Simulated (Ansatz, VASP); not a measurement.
In: VASP beside Ansatz

```
CELL_PARAMETERS angstrom
0.00000 3.31379 3.31379
3.31379 0.00000 3.31379
3.31379 3.31379 0.00000
ATOMIC_POSITIONS crystal
In 0.87500 0.87500 0.87500
In 0.12500 0.12500 0.12500
```

Change from the starting cell: volume scaled by 0.95, LAPW.

Alike in both runs: task single point; functional PBE; k mesh 11 × 11 × 11; occupations fermi-dirac, width 0.1 eV; no spin polarisation.

```csv
,VASP,Ansatz
version,VASP 6.6.1,Ansatz 0.2.0
potentials or method,"VASP PAW PBE potentials, release 64 (In_d), cutoff 520 eV","all-electron LAPW, scalar-relativistic"
```

|  | VASP | Ansatz | Ansatz less VASP |
| --- | --- | --- | --- |
| pressure (GPa) | 1.2 | 1.2 | +0.02 |

Ansatz ran all-electron here, and VASP with PAW potentials.
